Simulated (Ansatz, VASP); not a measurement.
# Two plane-wave programs on Ta2Si

```xyz
6
Lattice="-3.3138 3.3138 2.6207 3.3138 -3.3138 2.6207 3.3138 3.3138 -2.6207" Properties=species:S:1:pos:R:3 pbc="T T T"
Ta    2.2331    1.0808    2.6207
Ta   -1.0808    2.2331    2.6207
Ta    1.0808    2.2331    0.0000
Ta    4.3946    1.0808    0.0000
Si    0.0000    0.0000    1.3103
Si    0.0000    0.0000    3.9310
```

Change from the starting cell: strain +0.080 along x and y, +0.040 along z, atoms carried along.

Alike in both runs: task single point; functional PBEsol; k mesh 12 × 12 × 12; occupations gaussian, width 0.15 eV; no spin polarisation.

|  | VASP | Ansatz |
| --- | --- | --- |
| version | VASP 6.6.1 | Ansatz 0.2.0 |
| potentials or method | VASP PAW PBE potentials, release 64 (Ta_pv, Si), cutoff 520 eV | scalar-relativistic, plane waves, PAW |
| valence electrons in the cell | 52 | 60 |

Ansatz gave:

```
gap on the k mesh at the Fermi level (eV)                     : none
pressure (GPa)                                                : -29.5
traceless stress, the component that is largest in VASP (GPa) : 3.75
rms of the force components (eV/Å)                            : 0.128
```

Problem. Which values does VASP return?

Solution. gap on the k mesh at the Fermi level (eV): none; pressure (GPa): -29.5; traceless stress, the component that is largest in VASP (GPa): 3.74; rms of the force components (eV/Å): 0.127.

VASP's potentials were made for PBE, not for PBEsol. Atom by atom the forces differ by 0.001 eV/Å (rms over components). A gap of «none» marks a metal or a gap that the smearing closes. Both programs put the cell under strong tension, so it lies far from rest at this level. With one functional, cell and mesh, what is left measures potentials, basis and numerics. VASP's potentials hold 52 valence electrons a cell and Ansatz's 60, so a difference there can come from the potentials and not from the codes.

Neither program's run includes spin-orbit coupling.
